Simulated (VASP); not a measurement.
Wanted: the native input for a VASP 6.6.1 run.

| Property | Result |
| --- | --- |
| Task | single point |
| Functional | r2SCAN |
| Potentials or basis | VASP PAW PBE potentials, release 64 (Si, C) |
| Cutoff | 520 eV |
| k mesh | 10 × 10 × 10 |
| Occupations | gaussian, width 0.01 eV |
| Spin | no spin polarisation |
| Dipole correction | no |
| Further INCAR settings | ALGO = Normal; EDIFF = 1e-06; NBANDS = 11 |

The system is SiC.

```
Si C
1.0
     0.00000    2.17805    2.17805
     2.16716    0.00000    2.17805
     2.16716    2.17805    0.00000
Si C
1 1
Direct
  0.00000 0.00000 0.00000
  0.25000 0.25000 0.25000
```

This cell differs from its parent crystal: uniaxial x strain -0.5%.

The input as run:

POSCAR

```
SiC
1.0
    0.0000000000      2.1780523450      2.1780523450
    2.1671620832      0.0000000000      2.1780523450
    2.1671620832      2.1780523450      0.0000000000
Si C
1 1
Direct
    0.0000000000      0.0000000000      0.0000000000
    0.2500000000      0.2500000000      0.2500000000
```

INCAR.step1

```
PREC = Accurate
ENCUT = 520
ISMEAR = 0
SIGMA = 0.01
LREAL = F
LASPH = T
NELM = 60
NBANDS = 11
GGA = PE
ALGO = Normal
EDIFF = 1E-4
LWAVE = T
LCHARG = F
```

INCAR.step2

```
PREC = Accurate
ENCUT = 520
EDIFF = 1E-6
ISMEAR = 0
SIGMA = 0.01
LREAL = F
LASPH = T
NELM = 60
ALGO = Normal
ISIF = 2
LWAVE = F
LCHARG = F
METAGGA = R2SCAN
LMIXTAU = T
NBANDS = 11
ISTART = 1
```

KPOINTS

```
regular mesh
0
Gamma
  10 10 10
```

Potentials or basis: VASP PAW PBE potentials, release 64 (Si, C).

The run is started by

```bash
$ cat potpaw_PBE.64/Si/POTCAR potpaw_PBE.64/C/POTCAR > POTCAR
$ cp INCAR.step1 INCAR
$ mpirun -np 1 vasp_std > vasp.out
$ cp INCAR.step2 INCAR
$ mpirun -np 1 vasp_std > vasp.out
```

It gave:

```
Pressure               : 1.0 GPa
Band gap on the k mesh : 1.67 eV, indirect (least direct gap 5.06 eV)
```

Caveat: the cell differs from its parent crystal (uniaxial x strain -0.5%); the PAW data sets were made with another functional, which shifts forces and pressure a little.

Wall time 79 s on 1 thread of Intel Xeon 8259CL (shared host), peak memory 0.15 GiB.
